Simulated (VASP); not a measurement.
Here is a VASP 6.6.1 calculation.

File INCAR:

```
ALGO = Normal ; EDIFF = 1E-6
ENCUT = 520 ; GGA = PE
ISIF = 2 ; ISMEAR = 0
LASPH = True ; LCHARG = False
LREAL = False ; LWAVE = False
NBANDS = 16 ; NELM = 80
PREC = Accurate ; SIGMA = 0.1
```

The input KPOINTS:

```
k-points
0
Gamma
  10 10 8
```

POSCAR

```
ZrB2
1.0
    3.2117153101      0.0000000000      0.0000000000
   -1.6058576551      2.7814275245      0.0000000000
    0.0000000000      0.0000000000      3.5794921737
Zr B
1 2
Direct
    0.0000000000      0.0000000000      0.0000000000
    0.3333333333      0.6666666667      0.5000000000
    0.6666666667      0.3333333333      0.5000000000
```

Potentials or basis: VASP PAW PBE potentials, release 64 (Zr_sv, B).

The run is started by

```bash
$ cat potpaw_PBE.64/Zr_sv/POTCAR potpaw_PBE.64/B/POTCAR > POTCAR
$ mpirun -np 1 vasp_std > vasp.out
```

Problem. Estimate the band gap on the k mesh.

Solution. Zero (band 9 reaches 10.65 eV, above the bottom of band 10 at 9.88 eV).

Problem. Predict the pressure.

Solution. -7.9 GPa.

Stress tensor (GPa, compression positive):
```
-8.55  0.00  0.00
 0.00 -8.55  0.00
 0.00  0.00 -6.56
```
